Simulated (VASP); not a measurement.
A run of VASP 6.6.1 is set up as follows.

Contents of INCAR:

```
PREC = Accurate
ENCUT = 500
EDIFF = 1E-6
ISMEAR = 1
SIGMA = 0.05
LREAL = F
LASPH = T
NELM = 120
ALGO = Normal
ISIF = 2
LWAVE = F
LCHARG = T
LELF = T
LVHAR = T
NBANDS = 12
GGA_COMPAT = F
```

KPOINTS

```
Automatic mesh
0
Gamma
  6 6 6
```

File POSCAR:

```
Cd
1.0
    0.0000000000      3.0702712000      3.0702712000
    3.0702712000      0.0000000000      3.0702712000
    3.0702712000      3.0702712000      0.0000000000
Cd
1
Direct
    0.0000000000      0.0000000000      0.0000000000
```

Potentials or basis: VASP PAW LDA potentials, release 64 (Cd).

Command:

```console
$ cat potpaw_LDA.64/Cd/POTCAR > POTCAR
$ mpirun -np 1 vasp_std > vasp.out
```

**Question.** Predict the pressure.

**Answer.** -1.9 GPa.

**Question.** What does it give for the band gap on the k mesh?

**Answer.** 1.24 eV (least direct gap 1.92 eV).

A k mesh can miss the band edges.
